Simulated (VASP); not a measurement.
Wanted: the native input for a VASP 6.6.1 run.

- Task: single point
- Functional: r2SCAN
- Potentials or basis: VASP PAW PBE potentials, release 64 (Hf_pv, N)
- Cutoff: 520 eV
- k mesh: 18 × 18 × 10
- Occupations: gaussian, width 0.15 eV
- Spin: no spin polarisation
- Dipole correction: no
- Further INCAR settings: ALGO = Normal; EDIFF = 1e-07; NBANDS = 23

HfN:

```
CELL_PARAMETERS angstrom
3.04997 0.00000 0.00000
-1.52499 2.64135 0.00000
0.00000 0.00000 5.50662
ATOMIC_POSITIONS crystal
Hf 0.66667 0.33333 0.75000
Hf 0.33333 0.66667 0.25000
N 0.00000 0.00000 0.00000
N 0.00000 0.00000 0.50000
```

This cell differs from its parent crystal: strain -0.030 along x and y, +0.015 along z.

One way to write it, as run:

POSCAR

```
HfN
1.0
    3.0499720507      0.0000000000      0.0000000000
   -1.5249860254      2.6413532767      0.0000000000
    0.0000000000      0.0000000000      5.5066236440
Hf N
2 2
Direct
    0.6666666667      0.3333333333      0.7500000000
    0.3333333333      0.6666666667      0.2500000000
    0.0000000000      0.0000000000      0.0000000000
    0.0000000000      0.0000000000      0.5000000000
```

INCAR.step1

```
  PREC = Accurate
  ENCUT = 520
  ISMEAR = 0
  SIGMA = 0.15
  LREAL = False
  LASPH = True
  NELM = 100
  NBANDS = 23
  GGA = PE
  ALGO = Normal
  EDIFF = 1E-4
  LWAVE = True
  LCHARG = False
```

INCAR.step2

```
  PREC = Accurate
  ENCUT = 520
  EDIFF = 1E-7
  ISMEAR = 0
  SIGMA = 0.15
  LREAL = False
  LASPH = True
  NELM = 100
  ALGO = Normal
  ISIF = 2
  LWAVE = False
  LCHARG = False
  METAGGA = R2SCAN
  LMIXTAU = True
  NBANDS = 23
  ISTART = 1
```

KPOINTS

```
regular mesh
0
Gamma
  18 18 10
```

Potentials or basis: VASP PAW PBE potentials, release 64 (Hf_pv, N).

The run is started by

```console
$ cat potpaw_PBE.64/Hf_pv/POTCAR potpaw_PBE.64/N/POTCAR > POTCAR
$ cp INCAR.step1 INCAR
$ mpirun -np 1 vasp_std > vasp.out
$ cp INCAR.step2 INCAR
$ mpirun -np 1 vasp_std > vasp.out
```

Results of the run:

```yaml
Pressure: 11.3 GPa
Band_gap_on_the_k_mesh: zero (bands 15 and 16 overlap by 2.28 eV)
```

Caveat: the cell differs from its parent crystal (strain -0.030 along x and y, +0.015 along z); the cell stands under pressure; the PAW data sets were made with another functional, which shifts forces and pressure a little; spin-orbit coupling is left out, which moves the levels of the heavy elements.

Run time: 11 min on 1 thread of Intel(R) Xeon(R) Platinum 8259CL CPU @ 2.50GHz (Skylake/Cascade Lake), with other jobs on the host, peak memory 0.32 GiB.
